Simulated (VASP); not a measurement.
# CdSe (P6_3mc) in VASP: notebook

The runs below take CdSe through single point, relaxation of the atoms, with PBE.

Everything below comes from runs of VASP 6.6.1. Logs are shortened: lines on timing, memory, paths and dates and some standing lists are left out, and cuts for length are marked.

### Step 1. The cell of the first run

It takes space group P6_3mc (No. 186, hexagonal). Conventional cell: a = 4.273 Å, b = 4.273 Å, c = 7.010 Å, α = 90.00°, β = 90.00°, γ = 120.00°. Cd (site symmetry 3m) has 4 Se at 2.62 Å within 3.5 Å. Se (site symmetry 3m) has 4 Cd at 2.62 Å within 3.5 Å.

### Step 2. Single point, PBE

The input, INCAR:

```
SYSTEM = CdSe
PREC     = Accurate       ! precision mode
ENCUT    = 520            ! plane-wave cutoff, eV
EDIFF    = 1E-6           ! SCF threshold, eV
ISMEAR   = 0              ! smearing method
SIGMA    = 0.05           ! smearing width, eV
LREAL    = .FALSE.        ! projectors in reciprocal space
LASPH    = .TRUE.         ! aspherical terms in the spheres
NELM     = 60             ! most SCF steps
ALGO     = Normal         ! electronic algorithm
ISIF     = 2              ! what is computed and relaxed
LWAVE    = .FALSE.        ! write WAVECAR
LCHARG   = .FALSE.        ! write CHGCAR
GGA      = PE             ! functional
NBANDS   = 26             ! bands
```

The input, KPOINTS:

```
Automatic mesh
0
G
  8 8 5
  0 0 0
```

The input, POSCAR:

```
CdSe
1.0
    4.2732059991      0.0000000000      0.0000000000
   -2.1366029995      3.7007049508      0.0000000000
    0.0000000000      0.0000000000      7.0100000000
Cd Se
2 2
Direct
    0.3333333333      0.6666666667      0.0008083402
    0.6666666667      0.3333333333      0.5008083402
    0.3333333333      0.6666666667      0.3751916598
    0.6666666667      0.3333333333      0.8751916598
```

Potentials or basis: VASP PAW PBE potentials, release 64 (Cd, Se).

Command:

```
$ cat potpaw_PBE.64/Cd/POTCAR potpaw_PBE.64/Se/POTCAR > POTCAR
$ mpirun -np 1 vasp_std > vasp.out
```

OUTCAR:

```text
SYSTEM = CdSe
   PREC = Accurate
   ENCUT = 520
   EDIFF = 1E-6
   ISMEAR = 0
   LREAL = .FALSE.
   LASPH = .TRUE.
   NELM = 60
   ISIF = 2
   GGA = PE

 ion  position               nearest neighbor table
   1  0.333  0.667  0.001-   4 2.62   4 2.62   4 2.62   3 2.62
   2  0.667  0.333  0.501-   3 2.62   3 2.62   3 2.62   4 2.62
   3  0.333  0.667  0.375-   2 2.62   2 2.62   2 2.62   1 2.62
   4  0.667  0.333  0.875-   1 2.62   1 2.62   1 2.62   2 2.62

  LATTYP: Found a hexagonal cell.
 ALAT       =     4.2732059991
 C/A-ratio  =     1.6404544975

  Lattice vectors:

 A1 = (   4.2732059991,   0.0000000000,   0.0000000000)
 A2 = (  -2.1366029995,   3.7007049508,   0.0000000000)
 A3 = (   0.0000000000,   0.0000000000,   7.0100000000)

Analysis of symmetry for initial positions (statically):
=====================================================================
 Subroutine PRICEL returns:
 Original cell was already a primitive cell.

 Routine SETGRP: Setting up the symmetry group for a
 hexagonal supercell.

 Subroutine GETGRP returns: Found 12 space group operations
 (whereof  6 operations were pure point group operations)
 out of a pool of 24 trial point group operations.

The static configuration has the point symmetry C_3v.
 The point group associated with its full space group is C_6v.

Analysis of symmetry for dynamics (positions and initial velocities):
=====================================================================
 Subroutine PRICEL returns:
 Original cell was already a primitive cell.

 Routine SETGRP: Setting up the symmetry group for a
 hexagonal supercell.

 Subroutine GETGRP returns: Found 12 space group operations
 (whereof  6 operations were pure point group operations)
 out of a pool of 24 trial point group operations.

The dynamic configuration has the point symmetry C_3v.
 The point group associated with its full space group is C_6v.

 Subroutine INISYM returns: Found 12 space group operations
 (whereof  6 operations are pure point group operations),
 and found     1 'primitive' translations

----------------------------------------------------------------------------------------

                                     Primitive cell

  volume of cell :     110.8553

  direct lattice vectors                    reciprocal lattice vectors
     4.273205999  0.000000000  0.000000000     0.234016333  0.135109393  0.000000000
    -2.136602999  3.700704951  0.000000000     0.000000000  0.270218786  0.000000000
     0.000000000  0.000000000  7.010000000     0.000000000  0.000000000  0.142653352

  length of vectors
     4.273205999  4.273205999  7.010000000     0.270218786  0.270218786  0.142653352

  position of ions in fractional coordinates (direct lattice)
     0.333333333  0.666666667  0.000808340
     0.666666667  0.333333333  0.500808340
     0.333333333  0.666666667  0.375191660
     0.666666667  0.333333333  0.875191660

  ion indices of the primitive-cell ions
   primitive index   ion index
                 1           1
                 2           2
                 3           3
                 4           4

----------------------------------------------------------------------------------------

 KPOINTS: Automatic mesh

Automatic generation of k-mesh.
 Grid dimensions read from file:
 generate k-points for:    8    8    5

 Generating k-lattice:

  Cartesian coordinates                     Fractional coordinates (reciprocal lattice)
     0.029252042  0.016888674  0.000000000     0.125000000  0.000000000  0.000000000
     0.000000000  0.033777348  0.000000000     0.000000000  0.125000000  0.000000000
     0.000000000  0.000000000  0.028530670     0.000000000  0.000000000  0.200000000

  Length of vectors
     0.033777348  0.033777348  0.028530670

  Shift w.r.t. Gamma in fractional coordinates (k-lattice)
     0.000000000  0.000000000  0.000000000

 Subroutine IBZKPT returns following result:
 ===========================================

 Found     30 irreducible k-points:

 Following reciprocal coordinates:
            Coordinates               Weight
  0.000000  0.000000  0.000000      1.000000
  0.125000  0.000000  0.000000      6.000000
  0.250000  0.000000  0.000000      6.000000
  0.375000  0.000000  0.000000      6.000000
  0.500000  0.000000  0.000000      3.000000
  0.125000  0.125000  0.000000      6.000000
[... 16 lines left out ...]
  0.250000  0.000000  0.400000     12.000000
  0.375000  0.000000  0.400000     12.000000
 [... further k-points ...]
   k-points           NKPTS =     30   k-points in BZ     NKDIM =     30   number of bands    NBANDS=     26
   number of dos      NEDOS =    301   number of ions     NIONS =      4
   total plane-waves  NPLWV =  55296
   dimension x,y,z NGX =    32 NGY =   32 NGZ =   54
   dimension x,y,z NGXF=    64 NGYF=   64 NGZF=  108
   ions per type =               2   2
   NGX,Y,Z   is equivalent  to a cutoff of  12.45, 12.45, 12.81 a.u.
   NGXF,Y,Z  is equivalent  to a cutoff of  24.90, 24.90, 25.61 a.u.
 SYSTEM =  CdSe
   PREC   = accura    normal or accurate (medium, high low for compatibility)
   ISTART =      0    job   : 0-new  1-cont  2-samecut
   ICHARG =      2    charge: 1-file 2-atom 10-const
   ISPIN  =      1    spin polarized calculation?
   LNONCOLLINEAR =      F non collinear calculations
   LSORBIT =      F    spin-orbit coupling
   LASPH  =      T    aspherical Exc in radial PAW
   ENCUT  =  520.0 eV  38.22 Ry    6.18 a.u.   7.95  7.95 13.03*2*pi/ulx,y,z
   NELM   =     60;   NELMIN=  2; NELMDL= -5     # of ELM steps
   EDIFF  = 0.1E-05   stopping-criterion for ELM
   LREAL  =      F    real-space projection
   EDIFFG = 0.1E-04   stopping-criterion for IOM
   NSW    =      0    number of steps for IOM
   IBRION =     -1    ionic relax: 0-MD 1-quasi-New 2-CG
   NFREE  =      0    steps in history (QN), initial steepest desc. (CG)
   ISIF   =      2    stress and relaxation
   ISYM   =      2    0-nonsym 1-usesym 2-fastsym
   POTIM  = 0.5000    time-step for ionic-motion
   TEBEG  =    0.0;   TEEND  =   0.0 temperature during run
   PSTRESS=    0.0 pullay stress
   NELECT =      36.0000    total number of electrons
   NUPDOWN=      -1.0000    fix difference up-down
   EMIN   =  10.00;   EMAX   =-10.00  energy-range for DOS
   EFERMI =   0.00;   METHOD = LEGACY
   ISMEAR =     0;   SIGMA  =   0.05  broadening in eV -4-tet -1-fermi 0-gaus
   EFERMI_NEDOS =   21; number of points for ismear=-14 and -15
   IALGO  =     38    algorithm
   IMIX   =      4    mixing-type and parameters
     AMIX     =   0.40;   BMIX     =  1.00
     AMIX_MAG =   1.60;   BMIX_MAG =  1.00
  volume/ion in A,a.u.               =      27.71       187.02
  Fermi-wavevector in a.u.,A,eV,Ry     =   1.125270  2.126453 17.228152  1.266233
  Thomas-Fermi vector in A             =   2.261947
   LORBIT       =      0    0 simple, 1 ext, 2 COOP (PROOUT), +10 PAW based schemes
   GGA     = PE    functional components
   LHFCALC =     F    Hartree Fock is set to
   AEXX    =    0.0000 exact exchange contribution
   IVDW    =     0    specifies the selected vdW correction
   LEPSILON=     F    determine dielectric tensor
   LRPA    =     F    only Hartree local field effects (RPA)
 non-spin polarized calculation
 Gauss-broadening in eV      SIGMA  =   0.05
  energy-cutoff  :      520.00
  volume of cell :      110.86
 maximum number of plane-waves:      3007
 NGX is ok and might be reduce to    32
   NGX = 15   NGY = 15   NGZ = 27

 number of electron      36.0000002 magnetization

 Free energy of the ion-electron system (eV)
  ---------------------------------------------------
  ext. energy  EPLUGINS =         0.00000000
  ---------------------------------------------------
  free energy    TOTEN  =       -10.89030122 eV

  energy without entropy =      -10.89030122  energy(sigma->0) =      -10.89030122

 E-fermi :   1.2793     XC(G=0):  -8.9481

 val. band max:        1.0735398721   @ k =   0.0000   0.0000   0.0000
 cond. band min:       1.7619227863   @ k =   0.0000   0.0000   0.0000
 fundamental gap:      0.6883829142
 Fermi energy:         1.2793137541

 k-point     1 :       0.0000    0.0000    0.0000
  band No.  band energies     occupation
      1     -11.6205      2.00000
      2     -11.2324      2.00000
      3      -6.9168      2.00000
      4      -6.9056      2.00000
      5      -6.9056      2.00000
      6      -6.8343      2.00000
[... 18 lines left out ...]
     25       8.1196      0.00000
     26       8.8079      0.00000

 k-point     2 :       0.1250    0.0000    0.0000
  band No.  band energies     occupation
      1     -11.5706      2.00000
      2     -11.2094      2.00000
      3      -6.9005      2.00000
      4      -6.8878      2.00000
      5      -6.8694      2.00000
      6      -6.8123      2.00000
[... 18 lines left out ...]
     25       8.4924      0.00000
     26       8.5181      0.00000

 k-point     3 :       0.2500    0.0000    0.0000
  band No.  band energies     occupation
      1     -11.4444      2.00000
      2     -11.1579      2.00000
      3      -6.8634      2.00000
      4      -6.8503      2.00000
      5      -6.7754      2.00000
      6      -6.7493      2.00000
[... 18 lines left out ...]
     25       8.5465      0.00000
     26       9.0242      0.00000

 k-point     4 :       0.3750    0.0000    0.0000
  band No.  band energies     occupation
      1     -11.3040      2.00000
      2     -11.1184      2.00000
      3      -6.8353      2.00000
      4      -6.8229      2.00000
      5      -6.7026      2.00000
      6      -6.6911      2.00000
[... 18 lines left out ...]
     25       8.9565      0.00000
     26       9.8265      0.00000
[... 496 lines left out ...]
      1     -11.4443      2.00000
      2     -11.3322      2.00000
      3      -6.8652      2.00000
      4      -6.8643      2.00000
      5      -6.8430      2.00000
      6      -6.8402      2.00000
[... 18 lines left out ...]
     25       7.8764      0.00000
     26       7.9330      0.00000

 k-point    23 :       0.2500    0.0000    0.4000
  band No.  band energies     occupation
      1     -11.3417      2.00000
      2     -11.2528      2.00000
      3      -6.8306      2.00000
      4      -6.8168      2.00000
      5      -6.8006      2.00000
      6      -6.7855      2.00000
[... 18 lines left out ...]
     25       8.1066      0.00000
     26       8.6688      0.00000

 k-point    24 :       0.3750    0.0000    0.4000
  band No.  band energies     occupation
      1     -11.2343      2.00000
      2     -11.1767      2.00000
      3      -6.8156      2.00000
      4      -6.7761      2.00000
      5      -6.7751      2.00000
      6      -6.7348      2.00000
[... 18 lines left out ...]
     25       8.7180      0.00000
     26       9.3582      0.00000

 [... further k-points ...]
[... 5 lines left out ...]
  --------------------------------------------------------------------------------------
  -------------------------------------------------------------------------------------
  Total        2.8510052      2.8510052      2.7558124      0.0000000      0.0000000      0.0000000
  in kB       41.2052239     41.2052239     39.8294151      0.0000000      0.0000000      0.0000000
  external PRESSURE =      40.7466210 kB  Pullay stress =       0.0000000 kB

 VOLUME and BASIS-vectors are now :
 -----------------------------------------------------------------------------
  energy-cutoff  :      520.00
  volume of cell :      110.86
      direct lattice vectors                 reciprocal lattice vectors
     4.273205999  0.000000000  0.000000000     0.234016333  0.135109393  0.000000000
    -2.136602999  3.700704951  0.000000000     0.000000000  0.270218786  0.000000000
     0.000000000  0.000000000  7.010000000     0.000000000  0.000000000  0.142653352

 POSITION                                       TOTAL-FORCE (eV/Angst)
 -----------------------------------------------------------------------------------
     -0.00000      2.46714      0.00567         0.000000     -0.000000      0.002127
      2.13660      1.23357      3.51067        -0.000000      0.000000      0.002127
     -0.00000      2.46714      2.63009         0.000000     -0.000000     -0.002127
      2.13660      1.23357      6.13509         0.000000      0.000000     -0.002127
 -----------------------------------------------------------------------------------
    total drift:                               -0.000000     -0.000000     -0.000241

  FREE ENERGIE OF THE ION-ELECTRON SYSTEM (eV)
  ---------------------------------------------------
  free  energy   TOTEN  =       -10.8903012176 eV

  energy  without entropy=      -10.8903012176  energy(sigma->0) =      -10.89030122
```

Run time: 70 s. Hardware: 1 thread of Intel Xeon Platinum 8259CL at 2.50GHz (Skylake/Cascade Lake), shared host; peak memory 0.26 GiB.

Results:

| Property | Result |
| --- | --- |
| Free energy | -10.8903 eV |
| Pressure | 4.1 GPa |
| Band gap on the k mesh | 0.69 eV, direct |

Forces on the atoms (eV/Å):
```
Cd   0.000  0.000  0.002
Cd   0.000  0.000  0.002
Se   0.000  0.000 -0.002
Se   0.000  0.000 -0.002
```

Stress tensor (GPa, compression positive):
```
4.12 0.00 0.00
0.00 4.12 0.00
0.00 0.00 3.98
```

Levels at points of the mesh, in eV from the valence-band top:
| k point | band 14 | band 15 | band 16 | band 17 | band 18 | band 19 | band 20 | band 21 | band 22 | band 23 |
| --- | --- | --- | --- | --- | --- | --- | --- | --- | --- | --- |
| (0.00, 0.00, 0.00) | -0.78 | -0.78 | -0.07 | 0.00 | 0.00 | 0.69 | 2.25 | 5.87 | 5.87 | 6.09 |
| (0.50, 0.00, 0.00) | -3.72 | -2.75 | -1.90 | -1.40 | -0.78 | 3.23 | 3.35 | 4.73 | 6.16 | 6.44 |

### Step 3. Relaxation of the atoms, PBE

The input, INCAR:

```
SYSTEM = CdSe
PREC = Accurate ; ENCUT = 520
EDIFF = 1E-6 ; ISMEAR = 0
SIGMA = 0.05 ; LREAL = .FALSE.
LASPH = .TRUE. ; NELM = 60
ALGO = Normal ; ISIF = 2
LWAVE = .FALSE. ; LCHARG = .FALSE.
GGA = PE ; IBRION = 2
NSW = 80 ; EDIFFG = -0.003
LUSENCCL = .FALSE.
```

KPOINTS is that of step 2.

The input, POSCAR:

```
CdSe
1.0
    4.2732060000      0.0000000000      0.0000000000
   -2.1366030000      3.7007049500      0.0000000000
    0.0000000000      0.0000000000      7.0100000000
Cd Se
2 2
Direct
    0.3333333333      0.6666666667      0.0000000000
    0.6666666667      0.3333333333      0.5000000000
    0.3333333333      0.6666666667      0.3760000000
    0.6666666667      0.3333333333      0.8760000000
```

Potentials or basis: VASP PAW PBE potentials, release 64 (Cd, Se).

Command:

```
$ cat potpaw_PBE.64/Cd/POTCAR potpaw_PBE.64/Se/POTCAR > POTCAR
$ mpirun -np 1 vasp_std > vasp.out
```

It used 57 s of CPU time on 1 × NVIDIA H100 80GB with 1 thread of AMD EPYC 7R13 Processor (Zen 3), with other jobs on the host.

The run converged. Its results:

* Free energy: -10.8903 eV
* Energy gained by relaxing: 0.2 meV/atom
* Ionic steps: 3
* Pressure after relaxing: 4.1 GPa
* Band gap on the k mesh: 0.69 eV, direct

Stress tensor (GPa, compression positive):
```
4.12 0.00 0.00
0.00 4.12 0.00
0.00 0.00 4.01
```

Step by step:
| step | energy change (eV) | largest force (eV/Å) | pressure (GPa) |
| --- | --- | --- | --- |
| 1 | 0.0000 | 0.0611 | 4.08 |
| 2 | -0.0005 | 0.0311 | 4.09 |
| 3 | -0.0007 | 0.0011 | 4.08 |

Final structure:
```cif
data_structure
_symmetry_space_group_name_H-M 'P 1'
_symmetry_Int_Tables_number 1
_cell_length_a 4.2732
_cell_length_b 4.2732
_cell_length_c 7.0100
_cell_angle_alpha 90.000
_cell_angle_beta 90.000
_cell_angle_gamma 120.000
_cell_volume 110.86
loop_
_atom_site_label
_atom_site_type_symbol
_atom_site_fract_x
_atom_site_fract_y
_atom_site_fract_z
_atom_site_occupancy
Cd1 Cd 0.33333 0.66667 0.00086 1
Cd2 Cd 0.66667 0.33333 0.50086 1
Se1 Se 0.33333 0.66667 0.37514 1
Se2 Se 0.66667 0.33333 0.87514 1
```

Levels at points of the mesh, in eV from the valence-band top:
| k point | band 15 | band 16 | band 17 | band 18 | band 19 | band 20 | band 21 | band 22 |
| --- | --- | --- | --- | --- | --- | --- | --- | --- |
| (0.00, 0.00, 0.00) | -0.78 | -0.07 | 0.00 | 0.00 | 0.69 | 2.25 | 5.87 | 5.87 |
| (0.50, 0.00, 0.00) | -2.75 | -1.90 | -1.40 | -0.78 | 3.23 | 3.35 | 4.73 | 6.16 |
